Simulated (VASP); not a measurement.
Input of a VASP 6.6.1 run:

Contents of INCAR:

```
SYSTEM = MgO
  PREC = Accurate
  ENCUT = 600
  EDIFF = 1E-6
  ISMEAR = 0
  SIGMA = 0.02
  LREAL = .False.
  LASPH = .True.
  NELM = 120
  ALGO = Normal
  ISIF = 2
  LWAVE = .False.
  LCHARG = .False.
  NBANDS = 16
  GGA_COMPAT = .False.
```

File KPOINTS:

```
regular mesh
0
Gamma
  6 6 4
  0 0 0
```

Contents of POSCAR:

```
MgO
1.0
    3.2734014573     -0.0000000029      0.0000000000
   -1.6367007262      2.8348488202      0.0000000000
    0.0000000000      0.0000000000      4.9127406013
Mg O
2 2
Direct
    0.3333333333      0.6666666667      0.0016499835
    0.6666666667      0.3333333333      0.5016499835
    0.3333333333      0.6666666667      0.4029500165
    0.6666666667      0.3333333333      0.9029500165
```

Potentials or basis: VASP PAW LDA potentials, release 64 (Mg, O).

The run is started by

```console
$ cat potpaw_LDA.64/Mg/POTCAR potpaw_LDA.64/O/POTCAR > POTCAR
$ mpirun -np 1 vasp_std > vasp.out
```

(1) Estimate the largest force.

(2) What does it give for the band gap on the k mesh?

(3) What does it give for the pressure?

## Answers

(1) 0.004 eV/Å.

(2) 3.54 eV, direct.

(3) -1.4 GPa.
